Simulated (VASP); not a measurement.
Crystal: Mg2ZnO3.

```
Mg Zn O
1.0
     3.03300    0.00000    0.00000
    -1.51650    2.62665    0.00000
     0.00000    0.00000    7.40332
Mg Zn O
2 1 3
Direct
  0.33333 0.66667 0.66580
  0.66667 0.33333 0.33420
  0.00000 0.00000 0.00000
  0.33333 0.66667 0.17262
  0.66667 0.33333 0.82738
  0.00000 0.00000 0.50000
```

Base run:

- Program: VASP 6.6.1
- Functional: PBEsol
- Dispersion: D4
- Potentials or basis: VASP PAW PBE potentials, release 64 (Mg_sv, Zn, O)
- Cutoff: 750 eV
- k mesh: 7 × 7 × 3
- Occupations: gaussian, width 0.01 eV
- Spin: no spin polarisation
- Hubbard terms: Zn d U = 2.0 eV

Its results: band gap on the k mesh 2.94 eV (least direct gap 3.02 eV); pressure -8.8 GPa; largest force 0.283 eV/Å.

Q: The run is repeated on the same cell with these changes: hubbard terms from Zn d U = 2.0 eV to Zn d U = 8.0 eV. What comes out?

A: Band gap on the k mesh 3.21 eV (least direct gap 3.33 eV); pressure -13.2 GPa; largest force 0.832 eV/Å.

Caveats: the cell stands under tension; the PAW data sets were made with another functional, which shifts forces and pressure a little; an odd mesh through Γ misses points on the zone boundary, where band edges can lie.
